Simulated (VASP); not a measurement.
A run of VASP 6.6.1 is set up as follows.

Contents of INCAR:

```
SYSTEM = BP
PREC = Accurate
ENCUT = 500
EDIFF = 1E-6
ISMEAR = 0
SIGMA = 0.01
LREAL = .False.
LASPH = .True.
NELM = 120
ALGO = Normal
ISIF = 2
LWAVE = .False.
LCHARG = .False.
GGA = PE
NBANDS = 11
GGA_COMPAT = .False.
```

KPOINTS

```
regular mesh
0
Gamma
  6 6 6
  0 0 0
```

POSCAR

```
BP
1.0
    0.0000000000      2.2742142707      2.2742142707
    2.2742142707      0.0000000000      2.2742142707
    2.2742142707      2.2742142707      0.0000000000
B P
1 1
Direct
    0.0000000000      0.0000000000      0.0000000000
    0.2500000000      0.2500000000      0.2500000000
```

Potentials or basis: VASP PAW PBE potentials, release 64 (B, P).

Launch:

```console
$ cat potpaw_PBE.64/B/POTCAR potpaw_PBE.64/P/POTCAR > POTCAR
$ mpirun -np 1 vasp_std > vasp.out
```

(1) Predict the pressure.

(2) Predict the band gap on the k mesh.

Answers

(1) -0.1 GPa.

(2) 1.34 eV, indirect (least direct gap 3.39 eV).
